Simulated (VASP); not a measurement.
Set up this calculation in VASP 6.6.1, as the native input.

```yaml
Task: relaxation of cell and atoms
Functional: PBE
Potentials_or_basis: VASP PAW PBE potentials, release 64 (Ag, W_sv)
Cutoff: 600 eV
k_mesh: 4 × 4 × 4
Occupations: gaussian, width 0.1 eV
Spin: no spin polarisation
Dipole_correction: no
Further_INCAR_settings: ALGO = Normal; EDIFF = 1e-06; IBRION = 2; EDIFFG = -0.04; NSW = 90; ISIF = 3
```

The structure of AgW lies in POSCAR:

```
AgW
1.0
    0.0000000000      3.3687026556      3.3687026556
    3.3687026556      0.0000000000      3.3687026556
    3.3687026556      3.3687026556      0.0000000000
Ag W
2 2
Direct
    0.5000000000      0.5000000000      0.5000000000
    0.7500000000      0.7500000000      0.7500000000
    0.0000000000      0.0000000000      0.0000000000
    0.2500000000      0.2500000000      0.2500000000
```

One way to write it, as run:

INCAR

```
SYSTEM = AgW
PREC = Accurate ; ENCUT = 600
EDIFF = 1E-6 ; ISMEAR = 0
SIGMA = 0.1 ; LREAL = .False.
LASPH = .True. ; NELM = 100
ALGO = Normal ; ISIF = 3
LWAVE = .False. ; LCHARG = .False.
GGA = PE ; IBRION = 2
NSW = 90 ; EDIFFG = -0.04
```

KPOINTS

```
Automatic mesh
0
Gamma
  4 4 4
  0 0 0
```

Potentials or basis: VASP PAW PBE potentials, release 64 (Ag, W_sv).

Command:

```bash
$ cat potpaw_PBE.64/Ag/POTCAR potpaw_PBE.64/W_sv/POTCAR > POTCAR
$ mpirun -np 1 vasp_std > vasp.out
```

It gave:

```yaml
Relaxed_volume: 16.89 Å³/atom
Relaxed_cell: a = 4.572 Å, b = 4.572 Å, c = 4.572 Å, α = 60.00°, β = 60.00°, γ = 60.00°
Space_group_after_relaxing_to_0.1_Å: Fd-3m (No. 227)
Energy_gained_by_relaxing: 137.9 meV/atom
Ionic_steps: 4
Pressure_after_relaxing: -0.3 GPa
Band_gap_on_the_k_mesh: zero (bands 25 and 26 overlap by 1.40 eV)
```

Caveat: the k points lie up to 0.42 Å⁻¹ apart in the final cell, too coarse for converged energies and pressures of a metal; spin-orbit coupling is left out, which moves the levels of the heavy elements.

It took 55 s on 1 thread of Intel(R) Xeon(R) 6975P-C (Granite Rapids), on a shared host, peak memory 0.25 GiB.
